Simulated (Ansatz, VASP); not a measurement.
# One calculation of SnTe, two programs

Contents of INCAR:

```
SYSTEM = SnTe
PREC     = Accurate       ! precision mode
ENCUT    = 520            ! plane-wave cutoff, eV
EDIFF    = 1E-6           ! SCF threshold, eV
ISMEAR   = -1             ! smearing method
SIGMA    = 0.1            ! smearing width, eV
LREAL    = .False.        ! projectors in reciprocal space
LASPH    = .True.         ! aspherical terms in the spheres
NELM     = 80             ! most SCF steps
ALGO     = Normal         ! electronic algorithm
ISIF     = 2              ! what is computed and relaxed
LWAVE    = .False.        ! write WAVECAR
LCHARG   = .False.        ! write CHGCAR
GGA      = PS             ! functional
NBANDS   = 17             ! bands
```

The input KPOINTS:

```
Automatic mesh
0
Gamma
  12 12 12
  0 0 0
```

Contents of POSCAR:

```
SnTe
1.0
    0.0000000000      2.8983425081      2.8983425081
    2.8983425081      0.0000000000      2.8983425081
    2.8983425081      2.8983425081      0.0000000000
Sn Te
1 1
Direct
    0.0000000000      0.0000000000      0.0000000000
    0.2500000000      0.2500000000      0.2500000000
```

Input for Ansatz:

```yaml
crystal:
  lattice:
    - [0.0, 2.8983425081, 2.8983425081]
    - [2.8983425081, 0.0, 2.8983425081]
    - [2.8983425081, 2.8983425081, 0.0]
  atoms:
    - { symbol: Sn, position: [0.0, 0.0, 0.0] }
    - { symbol: Te, position: [0.25, 0.25, 0.25] }
kpoints:
  mp_grid: { grid: [12, 12, 12] }
  band_path:
    path:
      - [0.0, 0.0, 0.0]
      - [-0.5, -0.5, 0.0]
      - [-0.375, -0.375, 0.25]
      - [-0.375, 0.0, 0.375]
      - [0.0, 0.0, 0.0]
      - [0.0, 0.0, 0.5]
      - [-0.5, -0.25, 0.25]
      - [-0.5, -0.5, 0.0]
    npoints: 8
scf:
  occupations: { method: fermi_dirac, width: 0.1 }
hamiltonian:
  xc: pbesol
  pseudopotentials: { kind: all_electron, lapw: { basis_error: 0.001 } }
output:
  forces: true
  stress: true
  eigenvalues: true
  populations: true
  dos: { projected: true, de: 0.2, e_range: [-14, 8] }
```

Change from the starting cell: volume scaled by 0.55, LAPW.

Alike in both runs: task single point; functional PBEsol; k mesh 12 × 12 × 12; occupations fermi-dirac, width 0.1 eV; no spin polarisation.

|  | VASP | Ansatz |
| --- | --- | --- |
| version | VASP 6.6.1 | Ansatz 0.2.0 |
| potentials or method | VASP PAW PBE potentials, release 64 (Sn_d, Te), cutoff 520 eV | all-electron LAPW, scalar-relativistic |

```tsv
	VASP	Ansatz	Ansatz less VASP
pressure (GPa)	52.0	52.0	-0.08
```

VASP's potentials were made for PBE, not for PBEsol. Both programs put the cell under a high pressure, so it lies far from rest at this level. Ansatz ran all-electron here, and VASP with PAW potentials.

Spin-orbit coupling is off throughout.
